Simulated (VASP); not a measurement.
Wanted: the native input for a VASP 6.6.1 run.

```yaml
Task: single point
Functional: PBE
Potentials_or_basis: VASP PAW PBE potentials, release 64 (Ni, O)
Cutoff: 520 eV
k_mesh: 10 × 10 × 10
Occupations: gaussian, width 0.05 eV
Spin: collinear spin, antiferromagnetic start
Starting_moments: "[1.83, -1.83, 0.0, 0.0] μB"
Hubbard_terms: Ni d U = 6.2 eV
Dipole_correction: no
Further_INCAR_settings: ALGO = Normal; EDIFF = 1e-07; NBANDS = 28
```

The structure of NiO lies in POSCAR:

```
NiO
1.0
    0.0000000000      2.0859016414      2.0859016414
    2.0859016414      0.0000000000      2.0859016414
    4.1718032828      2.0859016414     -2.0859016414
Ni O
2 2
Direct
    0.0000000000      0.0000000000      0.0000000000
    0.5000000000      0.0000000000      0.5000000000
    0.7500000000      0.4999999999      0.2500000001
    1.2500000000      0.5000000001      0.7499999999
```

These files were run (other wordings do the same):

INCAR

```
  PREC = Accurate
  ENCUT = 520
  EDIFF = 1E-7
  ISMEAR = 0
  SIGMA = 0.05
  LREAL = F
  LASPH = T
  NELM = 150
  ALGO = Normal
  ISIF = 2
  LWAVE = F
  LCHARG = F
  ISPIN = 2
  MAGMOM = 1.83 -1.83 0 0
  LORBIT = 11
  LMAXMIX = 4
  LDAU = T
  LDAUTYPE = 2
  LDAUL = 2 -1
  LDAUU = 6.2 0
  LDAUJ = 0 0
  LDAUPRINT = 1
  GGA = PE
  NBANDS = 28
```

KPOINTS

```
Automatic mesh
0
Gamma
  10 10 10
```

Potentials or basis: VASP PAW PBE potentials, release 64 (Ni, O).

Command:

```bash
$ cat potpaw_PBE.64/Ni/POTCAR potpaw_PBE.64/O/POTCAR > POTCAR
$ mpirun -np 1 vasp_std > vasp.out
```

It gave:

```yaml
Pressure: 1.5 GPa
Band_gap_on_the_k_mesh: 3.45 eV
Net_moment: 0.00 μB per cell
Site_moments: Ni +1.75, -1.75; O +0.00 μB
Valence_electrons_inside_the_program's_atomic_spheres: Ni 9.02; O 5.03
```

Run time: 100 s on 1 thread of Intel(R) Xeon(R) 6975P-C (Granite Rapids) (shared host), peak memory 0.3 GiB.
